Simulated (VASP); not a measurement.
# TiH (P4_2/mmc) in VASP: a series of runs

Runs on TiH. Level: PBEsol. Tasks: single point.

Everything below comes from runs of VASP 6.6.1. Logs are shortened: lines on timing, memory, paths and dates and some standing lists are left out, and cuts for length are marked.

## (1) The cell of the first run

It takes space group P4_2/mmc (No. 131, tetragonal). Conventional cell: a = 2.947 Å, b = 2.947 Å, c = 4.568 Å, α = 90.00°, β = 90.00°, γ = 90.00°. Within 2.5 Å of Ti (site symmetry mmm) lie 4 H at 1.86 Å. Within 2.5 Å of H (site symmetry -4m2) lie 4 Ti at 1.86 Å and 2 H at 2.28 Å.

## (2) Single point, PBEsol

INCAR reads:

```
ALGO = Normal
EDIFF = 1E-7
ENCUT = 520
GGA = PS
ISIF = 2
ISMEAR = -1
LASPH = T
LCHARG = T
LELF = T
LREAL = F
LVHAR = T
LWAVE = F
NBANDS = 21
NELM = 100
PREC = Accurate
SIGMA = 0.1
```

KPOINTS reads:

```
k-points
0
Gamma
  8 8 5
```

POSCAR reads:

```
TiH
1.0
    2.9474900000      0.0000000000      0.0000000000
    0.0000000000      2.9474900000      0.0000000000
    0.0000000000      0.0000000000      4.5681400000
Ti H
2 2
Direct
    0.5000000000      0.0000000000      0.5000000000
    0.0000000000      0.5000000000      0.0000000000
    0.0000000000      0.0000000000      0.2500000000
    0.0000000000      0.0000000000      0.7500000000
```

Potentials or basis: VASP PAW PBE potentials, release 64 (Ti_sv, H).

Command:

```bash
cat potpaw_PBE.64/Ti_sv/POTCAR potpaw_PBE.64/H/POTCAR > POTCAR
mpirun -np 1 vasp_std > vasp.out
```

OUTCAR:

```text
EDIFF = 1E-7
   ENCUT = 520
   GGA = PS
   ISIF = 2
   ISMEAR = -1
   LASPH = T
   LREAL = F
   NELM = 100
   PREC = Accurate

 ion  position               nearest neighbor table
   1  0.500  0.000  0.500-   3 1.86   4 1.86   3 1.86   4 1.86
   2  0.000  0.500  0.000-   3 1.86   4 1.86   3 1.86   4 1.86
   3  0.000  0.000  0.250-   1 1.86   2 1.86   2 1.86   1 1.86
   4  0.000  0.000  0.750-   1 1.86   2 1.86   2 1.86   1 1.86

  LATTYP: Found a simple tetragonal cell.
 ALAT       =     2.9474900000
 C/A-ratio  =     1.5498407119

  Lattice vectors:

 A1 = (   2.9474900000,   0.0000000000,   0.0000000000)
 A2 = (   0.0000000000,   2.9474900000,   0.0000000000)
 A3 = (   0.0000000000,   0.0000000000,   4.5681400000)

Analysis of symmetry for initial positions (statically):
=====================================================================
 Subroutine PRICEL returns:
 Original cell was already a primitive cell.

 Routine SETGRP: Setting up the symmetry group for a
 simple tetragonal supercell.

 Subroutine GETGRP returns: Found 16 space group operations
 (whereof  8 operations were pure point group operations)
 out of a pool of 16 trial point group operations.

The static configuration has the point symmetry D_2h.
 The point group associated with its full space group is D_4h.

Analysis of symmetry for dynamics (positions and initial velocities):
=====================================================================
 Subroutine PRICEL returns:
 Original cell was already a primitive cell.

 Routine SETGRP: Setting up the symmetry group for a
 simple tetragonal supercell.

 Subroutine GETGRP returns: Found 16 space group operations
 (whereof  8 operations were pure point group operations)
 out of a pool of 16 trial point group operations.

The dynamic configuration has the point symmetry D_2h.
 The point group associated with its full space group is D_4h.

 Subroutine INISYM returns: Found 16 space group operations
 (whereof  8 operations are pure point group operations),
 and found     1 'primitive' translations

----------------------------------------------------------------------------------------

                                     Primitive cell

  volume of cell :      39.6866

  direct lattice vectors                    reciprocal lattice vectors
     2.947490000  0.000000000  0.000000000     0.339271719  0.000000000  0.000000000
     0.000000000  2.947490000  0.000000000     0.000000000  0.339271719  0.000000000
     0.000000000  0.000000000  4.568140000     0.000000000  0.000000000  0.218907477

  length of vectors
     2.947490000  2.947490000  4.568140000     0.339271719  0.339271719  0.218907477

  position of ions in fractional coordinates (direct lattice)
     0.500000000  0.000000000  0.500000000
     0.000000000  0.500000000  0.000000000
     0.000000000  0.000000000  0.250000000
     0.000000000  0.000000000  0.750000000

  ion indices of the primitive-cell ions
   primitive index   ion index
                 1           1
                 2           2
                 3           3
                 4           4

----------------------------------------------------------------------------------------

 KPOINTS: k-points

Automatic generation of k-mesh.
 Grid dimensions read from file:
 generate k-points for:    8    8    5

 Generating k-lattice:

  Cartesian coordinates                     Fractional coordinates (reciprocal lattice)
     0.042408965  0.000000000  0.000000000     0.125000000  0.000000000  0.000000000
     0.000000000  0.042408965  0.000000000     0.000000000  0.125000000  0.000000000
     0.000000000  0.000000000  0.043781495     0.000000000  0.000000000  0.200000000

  Length of vectors
     0.042408965  0.042408965  0.043781495

  Shift w.r.t. Gamma in fractional coordinates (k-lattice)
     0.000000000  0.000000000  0.000000000

 Subroutine IBZKPT returns following result:
 ===========================================

 Found     45 irreducible k-points:

 Following reciprocal coordinates:
            Coordinates               Weight
  0.000000  0.000000  0.000000      1.000000
  0.125000  0.000000  0.000000      4.000000
  0.250000  0.000000  0.000000      4.000000
  0.375000  0.000000  0.000000      4.000000
  0.500000  0.000000  0.000000      2.000000
  0.125000  0.125000  0.000000      4.000000
[... 16 lines left out ...]
  0.375000  0.125000  0.200000     16.000000
  0.500000  0.125000  0.200000      8.000000
 [... further k-points ...]
   k-points           NKPTS =     45   k-points in BZ     NKDIM =     45   number of bands    NBANDS=     21
   number of dos      NEDOS =    301   number of ions     NIONS =      4
   total plane-waves  NPLWV =  20736
   dimension x,y,z NGX =    24 NGY =   24 NGZ =   36
   dimension x,y,z NGXF=    48 NGYF=   48 NGZF=   72
   ions per type =               2   2
   NGX,Y,Z   is equivalent  to a cutoff of  13.54, 13.54, 13.10 a.u.
   NGXF,Y,Z  is equivalent  to a cutoff of  27.07, 27.07, 26.20 a.u.
 SYSTEM =  unknown system
   PREC   = accura    normal or accurate (medium, high low for compatibility)
   ISTART =      0    job   : 0-new  1-cont  2-samecut
   ICHARG =      2    charge: 1-file 2-atom 10-const
   ISPIN  =      1    spin polarized calculation?
   LNONCOLLINEAR =      F non collinear calculations
   LSORBIT =      F    spin-orbit coupling
   LASPH  =      T    aspherical Exc in radial PAW
   ENCUT  =  520.0 eV  38.22 Ry    6.18 a.u.   5.48  5.48  8.49*2*pi/ulx,y,z
   NELM   =    100;   NELMIN=  2; NELMDL= -5     # of ELM steps
   EDIFF  = 0.1E-06   stopping-criterion for ELM
   LREAL  =      F    real-space projection
   EDIFFG = 0.1E-05   stopping-criterion for IOM
   NSW    =      0    number of steps for IOM
   IBRION =     -1    ionic relax: 0-MD 1-quasi-New 2-CG
   NFREE  =      0    steps in history (QN), initial steepest desc. (CG)
   ISIF   =      2    stress and relaxation
   ISYM   =      2    0-nonsym 1-usesym 2-fastsym
   POTIM  = 0.5000    time-step for ionic-motion
   TEBEG  =    0.0;   TEEND  =   0.0 temperature during run
   PSTRESS=    0.0 pullay stress
   NELECT =      26.0000    total number of electrons
   NUPDOWN=      -1.0000    fix difference up-down
   EMIN   =  10.00;   EMAX   =-10.00  energy-range for DOS
   EFERMI =   0.00;   METHOD = LEGACY
   ISMEAR =    -1;   SIGMA  =   0.10  broadening in eV -4-tet -1-fermi 0-gaus
   EFERMI_NEDOS =   21; number of points for ismear=-14 and -15
   IALGO  =     38    algorithm
   IMIX   =      4    mixing-type and parameters
     AMIX     =   0.40;   BMIX     =  1.00
     AMIX_MAG =   1.60;   BMIX_MAG =  1.00
  volume/ion in A,a.u.               =       9.92        66.95
  Fermi-wavevector in a.u.,A,eV,Ry     =   1.421842  2.686891 27.505999  2.021634
  Thomas-Fermi vector in A             =   2.542609
   LORBIT       =      0    0 simple, 1 ext, 2 COOP (PROOUT), +10 PAW based schemes
   GGA     = PS    functional components
   LHFCALC =     F    Hartree Fock is set to
   AEXX    =    0.0000 exact exchange contribution
   IVDW    =     0    specifies the selected vdW correction
   LEPSILON=     F    determine dielectric tensor
   LRPA    =     F    only Hartree local field effects (RPA)
 non-spin polarized calculation
  energy-cutoff  :      520.00
  volume of cell :       39.69
 maximum number of plane-waves:      1085
 NGX is ok and might be reduce to    24
   NGX = 11   NGY = 11   NGZ = 17

 number of electron      25.9999998 magnetization

 Free energy of the ion-electron system (eV)
  ---------------------------------------------------
  ext. energy  EPLUGINS =         0.00000000
  ---------------------------------------------------
  free energy    TOTEN  =       -24.97532692 eV

  energy without entropy =      -24.89597331  energy(sigma->0) =      -24.93565011

 E-fermi :   7.4493     XC(G=0): -11.5880

 val. band max:        7.4179255406   @ k =   0.1250   0.1250   0.2000
 cond. band min:       7.4677500969   @ k =   0.2500   0.2500   0.4000
 fundamental gap:      0.0498245563
 Fermi energy:         7.4493267390

 k-point     1 :       0.0000    0.0000    0.0000
  band No.  band energies     occupation
      1     -49.2550      2.00000
      2     -49.1702      2.00000
      3     -25.8124      2.00000
      4     -25.4781      2.00000
      5     -25.4781      2.00000
      6     -25.3649      2.00000
[... 13 lines left out ...]
     20      10.5434      0.00000
     21      15.1200      0.00000

 k-point     2 :       0.1250    0.0000    0.0000
  band No.  band energies     occupation
      1     -49.2464      2.00000
      2     -49.1680      2.00000
      3     -25.7892      2.00000
      4     -25.5289      2.00000
      5     -25.4707      2.00000
      6     -25.3754      2.00000
[... 13 lines left out ...]
     20      10.7832      0.00000
     21      15.0329      0.00000

 k-point     3 :       0.2500    0.0000    0.0000
  band No.  band energies     occupation
      1     -49.2242      2.00000
      2     -49.1640      2.00000
      3     -25.7258      2.00000
      4     -25.6514      2.00000
      5     -25.4910      2.00000
      6     -25.4520      2.00000
[... 13 lines left out ...]
     20      11.6266      0.00000
     21      13.6055      0.00000
[... 457 lines left out ...]
 k-point    23 :       0.3750    0.1250    0.2000
  band No.  band energies     occupation
      1     -49.1880      2.00000
      2     -49.1633      2.00000
      3     -25.8082      2.00000
      4     -25.6619      2.00000
      5     -25.5605      2.00000
      6     -25.4738      2.00000
[... 13 lines left out ...]
     20      11.7006      0.00000
     21      13.2209      0.00000

 k-point    24 :       0.5000    0.1250    0.2000
  band No.  band energies     occupation
      1     -49.1724      2.00000
      2     -49.1679      2.00000
      3     -25.8556      2.00000
      4     -25.6957      2.00000
      5     -25.5186      2.00000
      6     -25.4871      2.00000
[... 13 lines left out ...]
     20      11.2080      0.00000
     21      13.5170      0.00000

 [... further k-points ...]

------------------------ aborting loop because EDIFF is reached ----------------------------------------

  FORCE on cell =-STRESS in cart. coord.  units (eV):
  Direction    XX          YY          ZZ          XY          YZ          ZX
  --------------------------------------------------------------------------------------
  -------------------------------------------------------------------------------------
  Total       -0.8232303     -0.8232303     -0.6424219      0.0000000      0.0000000      0.0000000
  in kB      -33.2344017    -33.2344017    -25.9350328      0.0000000      0.0000000      0.0000000
  external PRESSURE =     -30.8012787 kB  Pullay stress =       0.0000000 kB

 VOLUME and BASIS-vectors are now :
 -----------------------------------------------------------------------------
  energy-cutoff  :      520.00
  volume of cell :       39.69
      direct lattice vectors                 reciprocal lattice vectors
     2.947490000  0.000000000  0.000000000     0.339271719  0.000000000  0.000000000
     0.000000000  2.947490000  0.000000000     0.000000000  0.339271719  0.000000000
     0.000000000  0.000000000  4.568140000     0.000000000  0.000000000  0.218907477

 POSITION                                       TOTAL-FORCE (eV/Angst)
 -----------------------------------------------------------------------------------
      1.47375      0.00000      2.28407         0.000000      0.000000      0.000000
      0.00000      1.47375      0.00000         0.000000      0.000000      0.000000
      0.00000      0.00000      1.14203         0.000000      0.000000      0.000000
      0.00000      0.00000      3.42610        -0.000000      0.000000      0.000000
 -----------------------------------------------------------------------------------
    total drift:                                0.000000      0.000000     -0.000000

  FREE ENERGIE OF THE ION-ELECTRON SYSTEM (eV)
  ---------------------------------------------------
  free  energy   TOTEN  =       -24.9753269181 eV

  energy  without entropy=      -24.8959733063  energy(sigma->0) =      -24.93565011
```

Run time: 33 s. Hardware: 1 thread of Intel Xeon 6975P-C, shared host; peak memory 0.17 GiB.

Results:

```yaml
Free_energy: -24.9753 eV
Pressure: -3.1 GPa
Band_gap_on_the_k_mesh: zero (band 13 reaches 7.72 eV, above the bottom of band 14 at 7.33 eV)
```

Stress tensor (GPa, compression positive):
```
-3.32  0.00  0.00
 0.00 -3.32  0.00
 0.00  0.00 -2.59
```

Caveat: the PAW data sets were made with another functional, which shifts forces and pressure a little.

[end of part 1 of 2]
